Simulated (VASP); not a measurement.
A run of VASP 6.6.1 is set up as follows.

File INCAR:

```
SYSTEM = MoS2
  PREC = Accurate
  ENCUT = 520
  EDIFF = 1E-6
  ISMEAR = -1
  SIGMA = 0.05
  LREAL = .FALSE.
  LASPH = .TRUE.
  NELM = 80
  ALGO = Normal
  ISIF = 2
  LWAVE = .FALSE.
  LCHARG = .TRUE.
  GGA = PS
  IVDW = 12
  LELF = .TRUE.
  LVHAR = .TRUE.
  NBANDS = 20
```

Contents of KPOINTS:

```
regular mesh
0
G
  10 10 10
  0 0 0
```

The input POSCAR:

```
MoS2
1.0
    1.5855000000      0.9153888518      6.1149966667
   -1.5855000000      0.9153888518      6.1149966667
    0.0000000000     -1.8307777036      6.1149966667
Mo S
1 2
Direct
    0.0000000000      0.0000000000      0.0000000000
    0.2500000000      0.2500000000      0.2500000000
    0.7500000000      0.7500000000      0.7500000000
```

Potentials or basis: VASP PAW PBE potentials, release 64 (Mo_sv, S).

The run is started by

```console
$ cat potpaw_PBE.64/Mo_sv/POTCAR potpaw_PBE.64/S/POTCAR > POTCAR
$ mpirun -np 1 vasp_std > vasp.out
```

(1) Predict the band gap on the k mesh.

(2) What does it give for the pressure?

(3) What does it give for the dispersion energy per atom?

(4) Predict the largest force.

Answers

(1) zero (bands 13 and 14 overlap by 0.61 eV).

(2) -0.6 GPa.

(3) -0.367 eV.

(4) 0.781 eV/Å.

Caveat: three body term missing; the stress differs along the axes, from -2 to 3 GPa; the PAW data sets were made with another functional, which shifts forces and pressure a little.
